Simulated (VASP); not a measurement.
Here is a VASP 6.6.1 calculation.

The input INCAR:

```
SYSTEM = KF
PREC = Accurate
ENCUT = 520
EDIFF = 1E-7
ISMEAR = 0
SIGMA = 0.05
LREAL = .False.
LASPH = .True.
NELM = 60
ALGO = Normal
ISIF = 2
LWAVE = .False.
LCHARG = .False.
GGA = CA
NBANDS = 15
```

The input KPOINTS:

```
Automatic mesh
0
Gamma
  8 8 8
  0 0 0
```

POSCAR

```
KF
1.0
    0.0000000000      2.5817196783      2.2912762145
    2.4913594896      0.0000000000      2.2912762145
    2.4913594896      2.5817196783      0.0000000000
K F
1 1
Direct
    0.0000000000      0.0000000000      0.0000000000
    0.5000000000      0.5000000000      0.5000000000
```

Potentials or basis: VASP PAW LDA potentials, release 64 (K_sv, F).

The run is started by

```console
$ cat potpaw_LDA.64/K_sv/POTCAR potpaw_LDA.64/F/POTCAR > POTCAR
$ mpirun -np 1 vasp_std > vasp.out
```

Q: Predict the pressure.

A: 13.0 GPa.

Q: Predict the band gap on the k mesh.

A: 6.64 eV (least direct gap 6.78 eV).

Stress tensor (GPa, compression positive):
```
 8.21  0.00  0.00
 0.00  3.52  0.00
 0.00  0.00 27.34
```

Caveat: the cell differs from its parent crystal (normal strain along x -0.0350, normal strain along z -0.1125); the stress differs along the axes, from 4 to 27 GPa. A k mesh can miss the band edges.
